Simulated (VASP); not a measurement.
A run of VASP 6.6.1:

Contents of INCAR:

```
SYSTEM = Sb
ALGO = Normal
EDIFF = 1E-6
EDIFFG = -0.005
ENCUT = 600
GGA = PE
IBRION = 2
ISIF = 3
ISMEAR = -1
LASPH = .TRUE.
LCHARG = .FALSE.
LREAL = .FALSE.
LWAVE = .FALSE.
NELM = 80
NSW = 60
PREC = Accurate
PSTRESS = 220.0
SIGMA = 0.08
```

The input KPOINTS:

```
k-points
0
G
  15 15 15
  0 0 0
```

POSCAR

```
Sb
1.0
   -1.7645786815      1.7645786815      1.7645786815
    1.7645786815     -1.7645786815      1.7645786815
    1.7645786815      1.7645786815     -1.7645786815
Sb
1
Direct
    0.0000000000      0.0000000000      0.0000000000
```

Potentials or basis: VASP PAW PBE potentials, release 64 (Sb).

Command:

```sh
$ cat potpaw_PBE.64/Sb/POTCAR > POTCAR
$ mpirun -np 1 vasp_std > vasp.out
```

Hardware: 1 thread of Intel Xeon 6975P-C, on a shared host.

How long does it take, and how much memory?

It took 13 s on 1 thread of Intel Xeon 6975P-C, with other jobs on the host, peak memory 0.16 GiB. Counts: scf iterations 19, k points 120, ion steps 3.
